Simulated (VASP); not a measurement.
**Be: single point with r2SCAN**

Slab: Be, a slab with vacuum.

```
CELL_PARAMETERS angstrom
2.26165 0.00000 0.00000
-1.13083 1.95865 0.00000
0.00000 0.00000 25.70749
ATOMIC_POSITIONS crystal
Be 0.33333 0.66667 0.29174
Be 0.66667 0.33333 0.36116
Be 0.33333 0.66667 0.43058
Be 0.66667 0.33333 0.50000
Be 0.33333 0.66667 0.56942
Be 0.66667 0.33333 0.63884
Be 0.33333 0.66667 0.70826
```

```
Program                : VASP 6.6.1
Task                   : single point
Functional             : r2SCAN
Potentials or basis    : VASP PAW PBE potentials, release 64 (Be)
Cutoff                 : 520 eV
k mesh                 : 15 × 15 × 1
Occupations            : gaussian, width 0.1 eV
Spin                   : no spin polarisation
Dipole correction      : yes
Further INCAR settings : ALGO = Normal; EDIFF = 1e-07; NBANDS = 16
```

```json
{
 "Largest force": "0.167 eV/Å",
 "Band gap on the k mesh": "zero (band 7 reaches 1.40 eV, above the bottom of band 8 at -2.18 eV)"
}
```

Forces on the atoms (eV/Å):
```
Be   0.000  0.000 -0.167
Be   0.000  0.000  0.103
Be   0.000  0.000  0.007
Be   0.000  0.000  0.000
Be   0.000  0.000 -0.007
Be   0.000  0.000 -0.103
Be   0.000  0.000  0.167
```

Levels at points of the mesh, in eV from the Fermi level:
```
           k point  band 3  band 4  band 5  band 6  band 7  band 8  band 9  band 10  band 11  band 12
(0.00, 0.00, 0.00)   -9.97   -8.79   -7.31   -5.66   -2.92   -2.58    2.81     4.66     5.23     6.27
```

Wall time 3.9 min on 1 thread of Intel(R) Xeon(R) Platinum 8488C (Sapphire Rapids) (shared host), peak memory 0.25 GiB.

Caveat: the PAW data sets were made with another functional, which shifts forces and pressure a little.
